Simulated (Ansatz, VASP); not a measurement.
## One calculation of LiTlS2, two programs

File INCAR:

```
PREC = Accurate ; ENCUT = 520
EDIFF = 1E-7 ; ISMEAR = 0
SIGMA = 0.01 ; LREAL = False
LASPH = True ; NELM = 60
ALGO = Normal ; ISIF = 2
LWAVE = False ; LCHARG = False
GGA = PE ; NBANDS = 22
```

Contents of KPOINTS:

```
regular mesh
0
Gamma
  6 6 4
```

File POSCAR:

```
LiTlS2
1.0
    4.1492926439      0.0000000000      0.0000000000
    0.0000000000      4.1492926439      0.0000000000
    0.0000000000      0.0000000000      5.8135411140
Li S Tl
1 2 1
Direct
    0.0000000000      0.0000000000      0.0000000000
    0.0000000000      0.5000000000      0.2296019719
    0.5000000000      0.0000000000      0.7703980281
    0.5000000000      0.5000000000      0.5000000000
```

Input for Ansatz:

```yaml
crystal:
  lattice:
    - [4.1492926439, 0.0, 0.0]
    - [0.0, 4.1492926439, 0.0]
    - [0.0, 0.0, 5.813541114]
  atoms:
    - { symbol: Li, position: [0.0, 0.0, 0.0] }
    - { symbol: S, position: [0.0, 0.5, 0.2296019719] }
    - { symbol: Tl, position: [0.5, 0.5, 0.5] }
    - { symbol: S, position: [0.5, 0.0, 0.7703980281] }
kpoints:
  mp_grid: { grid: [6, 6, 4] }
hamiltonian:
  xc: pbe
scf:
  occupations: { method: fixed }
  n_extra_bands: 5
output:
  forces: true
  stress: true
  eigenvalues: true
```

Alike in both runs: task single point; functional PBE; k mesh 6 × 6 × 4; no spin polarisation.

|  | VASP | Ansatz |
| --- | --- | --- |
| version | VASP 6.6.1 | Ansatz 0.2.0 |
| potentials or method | VASP PAW PBE potentials, release 64 (Li_sv, S, Tl_d) | plane waves, PAW |
| plane-wave cutoff (eV) | 520 | 420 |
| occupations | gaussian, width 0.01 eV | fixed |
| valence electrons in the cell | 28 | 28 |

```csv
,VASP,Ansatz,Ansatz less VASP
gap on the k mesh at the Fermi level (eV),0.78,0.78,-0.005
rms of the force components (eV/Å),0.052,0.049,-0.0031
```

Neither program's run includes spin-orbit coupling. Noted on VASP's run: the cutoff is short for stress, so the pressure is rough.
